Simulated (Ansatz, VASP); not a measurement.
# MoS2 in VASP and in Ansatz

File INCAR:

```
PREC     = Accurate       # precision mode
ENCUT    = 500            # plane-wave cutoff, eV
EDIFF    = 1E-6           # SCF threshold, eV
ISMEAR   = 0              # smearing method
SIGMA    = 0.02           # smearing width, eV
LREAL    = False          # projectors in reciprocal space
LASPH    = True           # aspherical terms in the spheres
NELM     = 120            # most SCF steps
ALGO     = Normal         # electronic algorithm
ISIF     = 2              # what is computed and relaxed
LWAVE    = False          # write WAVECAR
LCHARG   = False          # write CHGCAR
GGA      = PE             # functional
NBANDS   = 20             # bands
GGA_COMPAT= False
```

KPOINTS

```
regular mesh
0
Gamma
  9 9 9
```

File POSCAR:

```
MoS2
1.0
    1.5921519155      0.9192293370      6.4820983796
   -1.5921519155      0.9192293370      6.4820983796
    0.0000000000     -1.8384586740      6.4820983796
Mo S
1 2
Direct
    1.0049174077      1.0049174077      1.0049174077
    0.4129302200      0.4129302200      0.4129302200
    0.2532957400      0.2532957400      0.2532957400
```

Input for Ansatz:

```yaml
crystal:
  lattice:
    - [1.5921519155, 0.919229337, 6.4820983796]
    - [-1.5921519155, 0.919229337, 6.4820983796]
    - [0.0, -1.838458674, 6.4820983796]
  atoms:
    - { symbol: Mo, position: [1.0049174077, 1.0049174077, 1.0049174077] }
    - { symbol: S, position: [0.41293022, 0.41293022, 0.41293022] }
    - { symbol: S, position: [0.25329574, 0.25329574, 0.25329574] }
hamiltonian:
  xc: pbe
  pseudopotentials:
    kind: all_electron
    lapw: { basis_error: 0.0001, muffin_tin_radii: { S: 1.032, Mo: 1.217 } }
kpoints:
  mp_grid: { grid: [9, 9, 9] }
scf:
  occupations: { method: gaussian, width: 0.02 }
  convergence: { dr2_threshold: 1.0e-09 }
output:
  eigenvalues: true
  forces: true
  stress: true
```

Alike in both runs: task single point; functional PBE; k mesh 9 × 9 × 9; occupations gaussian, width 0.02 eV; no spin polarisation.

```csv
,VASP,Ansatz
version,VASP 6.6.1,Ansatz 0.2.0
potentials or method,"VASP PAW PBE potentials, release 64 (Mo_sv, S), cutoff 500 eV","all-electron LAPW, scalar-relativistic"
```

|  | VASP | Ansatz | Ansatz less VASP |
| --- | --- | --- | --- |
| gap on the k mesh at the Fermi level (eV) | 0.95 | 0.94 | -0.012 |
| least direct gap on the mesh (eV) | 1.66 | 1.66 | -0.003 |
| pressure (GPa) | 2.1 | 2.2 | +0.15 |
| traceless stress, the component that is largest in VASP (GPa) | 0.72 | 0.75 | +0.031 |
| rms of the force components (eV/Å) | 1.230 | 1.233 | +0.0030 |

Atom by atom the forces differ by 0.007 eV/Å (rms over components). Ansatz ran all-electron here, and VASP with PAW potentials.
